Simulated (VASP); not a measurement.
Runs of VASP 6.6.1 on SiGe2S. The structure is that of space group P-6m2 (No. 187), or close to it. The cells are those of the table. 

| task | cell | k mesh | cutoff (eV) | gap on the mesh (eV) | pressure (GPa) | relaxed volume (Å³/atom) | largest force (eV/Å) |
| --- | --- | --- | --- | --- | --- | --- | --- |
| relaxation of cell and atoms | relaxed from a = 3.660, b = 3.660, c = 6.486 Å, angles 90.0, 90.0, 120.0°, 4 atoms | 12 × 12 × 8 | 600 | none | 0.0 | 18.78 | - |
| single point | a = 3.660, b = 3.660, c = 6.486 Å, angles 90.0, 90.0, 120.0°, 4 atoms | 6 × 6 × 4 | 520 | none | 0.0 | - | 0.02 |
| single point | a = 3.814, b = 3.814, c = 5.874 Å, angles 90.0, 90.0, 120.0°, 4 atoms | 6 × 6 × 4 | 520 | none | 3.8 | - | (a) |
| relaxation of cell and atoms | relaxed from a = 3.814, b = 3.814, c = 5.874 Å, angles 90.0, 90.0, 120.0°, 4 atoms | 6 × 6 × 4 | 600 | none | 0.1 | 18.78 | 0.02 |
| single point | a = 3.659, b = 3.659, c = 6.477 Å, angles 90.0, 90.0, 120.0°, 4 atoms | 12 × 12 × 8 | 520 | none | 0.0 | - | - |

Alike in all rows: level PBE; potentials or basis VASP PAW PBE potentials, release 64 (Si, Ge_d, S); no spin polarisation; smearing gaussian 0.1 eV.

Question: Fill in the values left out.

Answer: (a) 1.71.

Caveats: forces of over 1 eV/Å act on the atoms, so gaps and moduli don't describe the material at rest (some runs).

A k mesh can miss the band edges, and the runs leave out spin-orbit coupling on Ge.

A gap of «none» marks levels without a gap at the run's occupations.
